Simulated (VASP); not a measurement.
# WSe2 (P-6m2) in VASP: settings compared

WSe2 is run at these levels: LDA, PBE; tasks: single point.

Everything below comes from runs of VASP 6.6.1. Logs are shortened: lines on timing, memory, paths and dates and some standing lists are left out, and cuts for length are marked.

### Step 1. The cell of the first run

The structure is hexagonal, space group P-6m2 (No. 187). The conventional cell has a = 3.297 Å, b = 3.297 Å, c = 7.184 Å, α = 90.00°, β = 90.00°, γ = 120.00°. Within 3.3 Å of W (site symmetry -6m2) lie 6 Se at 2.53 Å and 6 W at 3.30 Å. Within 3.3 Å of Se (site symmetry 3m) lie 3 W at 2.53 Å and 6 Se at 3.30 Å.

### Step 2. Single point, LDA

INCAR reads:

```
PREC = Accurate
ENCUT = 520
EDIFF = 1E-6
ISMEAR = 0
SIGMA = 0.01
LREAL = False
LASPH = True
NELM = 100
ALGO = Normal
ISIF = 2
LWAVE = False
LCHARG = True
GGA = CA
LELF = True
LVHAR = True
NBANDS = 20
```

KPOINTS reads:

```
regular mesh
0
Gamma
  6 6 2
```

POSCAR reads:

```
WSe2
1.0
    3.2972133755      0.0000000000      0.0000000000
   -1.6486066877      2.8554705449      0.0000000000
    0.0000000000      0.0000000000      7.1842732350
W Se
1 2
Direct
    0.0000000000      0.0000000000      0.0000000000
    0.3333333333      0.6666666667      0.2319179705
    0.3333333333      0.6666666667      0.7680820295
```

Potentials or basis: VASP PAW LDA potentials, release 64 (W_sv, Se).

Run with:

```bash
cat potpaw_LDA.64/W_sv/POTCAR potpaw_LDA.64/Se/POTCAR > POTCAR
mpirun -np 1 vasp_std > vasp.out
```

OUTCAR:

```text
PREC = Accurate
   ENCUT = 520
   EDIFF = 1E-6
   ISMEAR = 0
   LREAL = False
   LASPH = True
   NELM = 100
   ISIF = 2
   GGA = CA

 ion  position               nearest neighbor table
   1  0.000  0.000  0.000-   2 2.53   3 2.53   2 2.53   3 2.53   2 2.53   3 2.53
   2  0.333  0.667  0.232-   1 2.53   1 2.53   1 2.53
   3  0.333  0.667  0.768-   1 2.53   1 2.53   1 2.53

  LATTYP: Found a hexagonal cell.
 ALAT       =     3.2972133755
 C/A-ratio  =     2.1788924212

  Lattice vectors:

 A1 = (   3.2972133755,   0.0000000000,   0.0000000000)
 A2 = (  -1.6486066877,   2.8554705449,   0.0000000000)
 A3 = (   0.0000000000,   0.0000000000,   7.1842732350)

Analysis of symmetry for initial positions (statically):
=====================================================================
 Subroutine PRICEL returns:
 Original cell was already a primitive cell.

 Routine SETGRP: Setting up the symmetry group for a
 hexagonal supercell.

 Subroutine GETGRP returns: Found 12 space group operations
 (whereof 12 operations were pure point group operations)
 out of a pool of 24 trial point group operations.

The static configuration has the point symmetry D_3h.

Analysis of symmetry for dynamics (positions and initial velocities):
=====================================================================
 Subroutine PRICEL returns:
 Original cell was already a primitive cell.

 Routine SETGRP: Setting up the symmetry group for a
 hexagonal supercell.

 Subroutine GETGRP returns: Found 12 space group operations
 (whereof 12 operations were pure point group operations)
 out of a pool of 24 trial point group operations.

The dynamic configuration has the point symmetry D_3h.

 Subroutine INISYM returns: Found 12 space group operations
 (whereof 12 operations are pure point group operations),
 and found     1 'primitive' translations

----------------------------------------------------------------------------------------

                                     Primitive cell

  volume of cell :      67.6406

  direct lattice vectors                    reciprocal lattice vectors
     3.297213376  0.000000000  0.000000000     0.303286408  0.175102489  0.000000000
    -1.648606688  2.855470545  0.000000000     0.000000000  0.350204978  0.000000000
     0.000000000  0.000000000  7.184273235     0.000000000  0.000000000  0.139192924

  length of vectors
     3.297213376  3.297213375  7.184273235     0.350204978  0.350204978  0.139192924

  position of ions in fractional coordinates (direct lattice)
     0.000000000  0.000000000  0.000000000
     0.333333333  0.666666667  0.231917970
     0.333333333  0.666666667  0.768082030

  ion indices of the primitive-cell ions
   primitive index   ion index
                 1           1
                 2           2
                 3           3

----------------------------------------------------------------------------------------

 KPOINTS: regular mesh

Automatic generation of k-mesh.
 Grid dimensions read from file:
 generate k-points for:    6    6    2

 Generating k-lattice:

  Cartesian coordinates                     Fractional coordinates (reciprocal lattice)
     0.050547735  0.029183748  0.000000000     0.166666667  0.000000000  0.000000000
     0.000000000  0.058367496  0.000000000     0.000000000  0.166666667  0.000000000
     0.000000000  0.000000000  0.069596462     0.000000000  0.000000000  0.500000000

  Length of vectors
     0.058367496  0.058367496  0.069596462

  Shift w.r.t. Gamma in fractional coordinates (k-lattice)
     0.000000000  0.000000000  0.000000000

 Subroutine IBZKPT returns following result:
 ===========================================

 Found     14 irreducible k-points:

 Following reciprocal coordinates:
            Coordinates               Weight
  0.000000  0.000000  0.000000      1.000000
  0.166667 -0.000000  0.000000      6.000000
  0.333333 -0.000000  0.000000      6.000000
  0.500000  0.000000  0.000000      3.000000
  0.166667  0.166667  0.000000      6.000000
  0.333333  0.166667  0.000000     12.000000
  0.333333  0.333333  0.000000      2.000000
  0.000000  0.000000  0.500000      1.000000
  0.166667 -0.000000  0.500000      6.000000
  0.333333 -0.000000  0.500000      6.000000
  0.500000  0.000000  0.500000      3.000000
  0.166667  0.166667  0.500000      6.000000
  0.333333  0.166667  0.500000     12.000000
  0.333333  0.333333  0.500000      2.000000
   k-points           NKPTS =     14   k-points in BZ     NKDIM =     14   number of bands    NBANDS=     20
   number of dos      NEDOS =    301   number of ions     NIONS =      3
   total plane-waves  NPLWV =  42336
   dimension x,y,z NGX =    28 NGY =   28 NGZ =   54
   dimension x,y,z NGXF=    56 NGYF=   56 NGZF=  108
   ions per type =               1   2
   NGX,Y,Z   is equivalent  to a cutoff of  14.12, 14.12, 12.50 a.u.
   NGXF,Y,Z  is equivalent  to a cutoff of  28.24, 28.24, 24.99 a.u.
 SYSTEM =  unknown system
   PREC   = accura    normal or accurate (medium, high low for compatibility)
   ISTART =      0    job   : 0-new  1-cont  2-samecut
   ICHARG =      2    charge: 1-file 2-atom 10-const
   ISPIN  =      1    spin polarized calculation?
   LNONCOLLINEAR =      F non collinear calculations
   LSORBIT =      F    spin-orbit coupling
   LASPH  =      T    aspherical Exc in radial PAW
   ENCUT  =  520.0 eV  38.22 Ry    6.18 a.u.   6.13  6.13 13.36*2*pi/ulx,y,z
   NELM   =    100;   NELMIN=  2; NELMDL= -5     # of ELM steps
   EDIFF  = 0.1E-05   stopping-criterion for ELM
   LREAL  =      F    real-space projection
   EDIFFG = 0.1E-04   stopping-criterion for IOM
   NSW    =      0    number of steps for IOM
   IBRION =     -1    ionic relax: 0-MD 1-quasi-New 2-CG
   NFREE  =      0    steps in history (QN), initial steepest desc. (CG)
   ISIF   =      2    stress and relaxation
   ISYM   =      2    0-nonsym 1-usesym 2-fastsym
   POTIM  = 0.5000    time-step for ionic-motion
   TEBEG  =    0.0;   TEEND  =   0.0 temperature during run
   PSTRESS=    0.0 pullay stress
   NELECT =      26.0000    total number of electrons
   NUPDOWN=      -1.0000    fix difference up-down
   EMIN   =  10.00;   EMAX   =-10.00  energy-range for DOS
   EFERMI =   0.00;   METHOD = LEGACY
   ISMEAR =     0;   SIGMA  =   0.01  broadening in eV -4-tet -1-fermi 0-gaus
   EFERMI_NEDOS =   21; number of points for ismear=-14 and -15
   IALGO  =     38    algorithm
   IMIX   =      4    mixing-type and parameters
     AMIX     =   0.40;   BMIX     =  1.00
     AMIX_MAG =   1.60;   BMIX_MAG =  1.00
  volume/ion in A,a.u.               =      22.55       152.15
  Fermi-wavevector in a.u.,A,eV,Ry     =   1.190319  2.249377 19.277546  1.416860
  Thomas-Fermi vector in A             =   2.326407
   LORBIT       =      0    0 simple, 1 ext, 2 COOP (PROOUT), +10 PAW based schemes
   GGA     = CA    functional components
   LHFCALC =     F    Hartree Fock is set to
   AEXX    =    0.0000 exact exchange contribution
   IVDW    =     0    specifies the selected vdW correction
   LEPSILON=     F    determine dielectric tensor
   LRPA    =     F    only Hartree local field effects (RPA)
 non-spin polarized calculation
 Gauss-broadening in eV      SIGMA  =   0.01
  energy-cutoff  :      520.00
  volume of cell :       67.64
 maximum number of plane-waves:      1848
 NGX is ok and might be reduce to    28
   NGX = 13   NGY = 13   NGZ = 27

 number of electron      25.9999998 magnetization

 Free energy of the ion-electron system (eV)
  ---------------------------------------------------
  ext. energy  EPLUGINS =         0.00000000
  ---------------------------------------------------
  free energy    TOTEN  =       -24.14106943 eV

  energy without entropy =      -24.14106943  energy(sigma->0) =      -24.14106943

 E-fermi :   5.1147     XC(G=0): -10.2812

 val. band max:        4.8612958711   @ k =   0.0000   0.0000   0.5000
 cond. band min:       6.1637327024   @ k =   0.1667   0.1667   0.0000
 fundamental gap:      1.3024368312
 Fermi energy:         5.1146769343

 k-point     1 :       0.0000    0.0000    0.0000
  band No.  band energies     occupation
      1     -68.7850      2.00000
      2     -33.2944      2.00000
      3     -33.1583      2.00000
      4     -33.1583      2.00000
      5     -10.0367      2.00000
      6      -8.6580      2.00000
[... 12 lines left out ...]
     19      11.9353      0.00000
     20      13.1180      0.00000

 k-point     2 :       0.1667   -0.0000    0.0000
  band No.  band energies     occupation
      1     -68.7824      2.00000
      2     -33.2831      2.00000
      3     -33.2172      2.00000
      4     -33.1721      2.00000
      5      -9.6343      2.00000
      6      -8.4658      2.00000
[... 12 lines left out ...]
     19      12.8835      0.00000
     20      13.7230      0.00000

 k-point     3 :       0.3333   -0.0000    0.0000
  band No.  band energies     occupation
      1     -68.7772      2.00000
      2     -33.3331      2.00000
      3     -33.2604      2.00000
      4     -33.1996      2.00000
      5      -8.6709      2.00000
      6      -8.0184      2.00000
[... 12 lines left out ...]
     19      11.5061      0.00000
     20      12.8609      0.00000

 k-point     4 :       0.5000    0.0000    0.0000
  band No.  band energies     occupation
      1     -68.7746      2.00000
      2     -33.3901      2.00000
      3     -33.2490      2.00000
      4     -33.2133      2.00000
      5      -8.0489      2.00000
      6      -7.7497      2.00000
[... 199 lines left out ...]
 k-point    13 :       0.3333    0.1667    0.5000
  band No.  band energies     occupation
      1     -68.7746      2.00000
      2     -33.3612      2.00000
      3     -33.2490      2.00000
      4     -33.2430      2.00000
      5      -8.0138      2.00000
      6      -7.8179      2.00000
[... 12 lines left out ...]
     19      12.2332      0.00000
     20      13.5131      0.00000

 k-point    14 :       0.3333    0.3333    0.5000
  band No.  band energies     occupation
      1     -68.7733      2.00000
      2     -33.3325      2.00000
      3     -33.3078      2.00000
      4     -33.2434      2.00000
      5      -7.6933      2.00000
      6      -7.6509      2.00000
[... 12 lines left out ...]
     19      11.8475      0.00000
     20      12.3765      0.00000

------------------------ aborting loop because EDIFF is reached ----------------------------------------

  FORCE on cell =-STRESS in cart. coord.  units (eV):
  Direction    XX          YY          ZZ          XY          YZ          ZX
  --------------------------------------------------------------------------------------
  -------------------------------------------------------------------------------------
  Total       -1.5092969     -1.5092969     -0.7553696     -0.0000000      0.0000000     -0.0000000
  in kB      -35.7501359    -35.7501359    -17.8921492     -0.0000000      0.0000000     -0.0000000
  external PRESSURE =     -29.7974736 kB  Pullay stress =       0.0000000 kB

 VOLUME and BASIS-vectors are now :
 -----------------------------------------------------------------------------
  energy-cutoff  :      520.00
  volume of cell :       67.64
      direct lattice vectors                 reciprocal lattice vectors
     3.297213376  0.000000000  0.000000000     0.303286408  0.175102489  0.000000000
    -1.648606688  2.855470545  0.000000000     0.000000000  0.350204978  0.000000000
     0.000000000  0.000000000  7.184273235     0.000000000  0.000000000  0.139192924

 POSITION                                       TOTAL-FORCE (eV/Angst)
 -----------------------------------------------------------------------------------
      0.00000      0.00000      0.00000        -0.000000      0.000000      0.000000
     -0.00000      1.90365      1.66616        -0.000000     -0.000000     -0.236910
     -0.00000      1.90365      5.51811         0.000000      0.000000      0.236910
 -----------------------------------------------------------------------------------
    total drift:                                0.000000     -0.000000     -0.000000

  FREE ENERGIE OF THE ION-ELECTRON SYSTEM (eV)
  ---------------------------------------------------
  free  energy   TOTEN  =       -24.1410694255 eV

  energy  without entropy=      -24.1410694255  energy(sigma->0) =      -24.14106943
```

Run time: 13 s. Hardware: 1 thread of Intel Xeon Platinum 8488C (Sapphire Rapids), shared host; peak memory 0.17 GiB.

Results:

```
Free energy            : -24.1411 eV
Pressure               : -3.0 GPa
Largest force          : 0.237 eV/Å
Band gap on the k mesh : 1.30 eV, indirect (least direct gap 1.54 eV)
```

Forces in eV/Å, atoms in the order of the input:
```
W    0.000  0.000  0.000
Se   0.000  0.000 -0.237
Se   0.000  0.000  0.237
```

Stress tensor (GPa, compression positive):
```
-3.58  0.00  0.00
 0.00 -3.58  0.00
 0.00  0.00 -1.79
```

Caveat: the k points lie up to 0.44 Å⁻¹ apart; spin-orbit coupling is left out, which moves the levels of the heavy elements. A k mesh can miss the band edges.

### Step 3. Single point, PBE

INCAR reads:

```
PREC = Accurate
ENCUT = 520
EDIFF = 1E-6
ISMEAR = 0
SIGMA = 0.01
LREAL = F
LASPH = T
NELM = 100
ALGO = Normal
ISIF = 2
LWAVE = F
LCHARG = F
GGA = PE
NBANDS = 20
```

KPOINTS reads:

```
Automatic mesh
0
Gamma
  6 6 2
```

POSCAR is that of step 2.

Potentials or basis: VASP PAW PBE potentials, release 64 (W_sv, Se).

Run with:

```bash
cat potpaw_PBE.64/W_sv/POTCAR potpaw_PBE.64/Se/POTCAR > POTCAR
mpirun -np 1 vasp_std > vasp.out
```

Wall time 14 s (1 thread of Intel Xeon Platinum 8488C (Sapphire Rapids), shared host); peak memory 0.19 GiB.

Results (log left out):

```yaml
Free_energy: -21.5777 eV
Pressure: 3.4 GPa
Largest_force: 0.340 eV/Å
Band_gap_on_the_k_mesh: 1.37 eV, indirect (least direct gap 1.55 eV)
```

Forces on the atoms (eV/Å):
```
W    0.000  0.000  0.000
Se   0.000  0.000  0.340
Se   0.000  0.000 -0.340
```

Stress tensor (GPa, compression positive):
```
2.81 0.00 0.00
0.00 2.81 0.00
0.00 0.00 4.50
```

Levels at points of the mesh, in eV from the valence-band top:
```csv
k point,band 10,band 11,band 12,band 13,band 14,band 15,band 16,band 17
"(0.00, 0.00, 0.00)",-1.54,-1.31,-1.31,-0.74,2.93,2.93,3.06,3.06
"(0.50, 0.00, 0.00)",-3.08,-1.88,-1.22,-1.04,2.35,2.59,3.95,4.05
"(0.00, 0.00, 0.50)",-2.46,-1.33,-1.33,0.00,2.87,2.87,3.14,3.14
"(0.50, 0.00, 0.50)",-3.11,-2.56,-0.98,-0.93,2.36,2.81,3.33,4.30
```

Caveat: the k points lie up to 0.44 Å⁻¹ apart; spin-orbit coupling is left out, which moves the levels of the heavy elements; this functional lacks dispersion, which binds the layers, so the pressure and a relaxed spacing across them are unreliable. A k mesh can miss the band edges.
